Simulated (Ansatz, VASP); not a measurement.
One calculation of Os, two programs

```
Os
1.0
     2.80245    0.00000    0.00000
    -1.40123    2.42700    0.00000
     0.00000    0.00000    4.42769
Os
2
Direct
  0.33333 0.66667 0.25000
  0.66667 0.33333 0.75000
```

Change from the starting cell: strain +0.025 along x and y, +0.025 along z, atoms carried along.

Alike in both runs: task single point; functional PBEsol; k mesh 18 × 18 × 12; occupations gaussian, width 0.15 eV; no spin polarisation.

```csv
,VASP,Ansatz
version,VASP 6.6.1,Ansatz 0.2.0
potentials or method,"VASP PAW PBE potentials, release 64 (Os), cutoff 520 eV","scalar-relativistic, plane waves, PAW"
valence electrons in the cell,16,32
```

VASP gave:

| Property | Result |
| --- | --- |
| gap on the k mesh at the Fermi level (eV) | none |
| pressure (GPa) | -29.0 |
| traceless stress, the component that is largest in VASP (GPa) | -1.31 |

**Question.** What did Ansatz give for the same quantities?

**Answer.** gap on the k mesh at the Fermi level (eV): none; pressure (GPa): -28.7; traceless stress, the component that is largest in VASP (GPa): -1.27.

VASP's potentials were made for PBE, not for PBEsol. A gap of «none» marks a metal or a gap that the smearing closes. Both programs put the cell under strong tension, so it lies far from rest at this level. VASP's potentials hold 16 valence electrons a cell and Ansatz's 32, so a difference there can come from the potentials and not from the codes.

Neither program's run includes spin-orbit coupling.
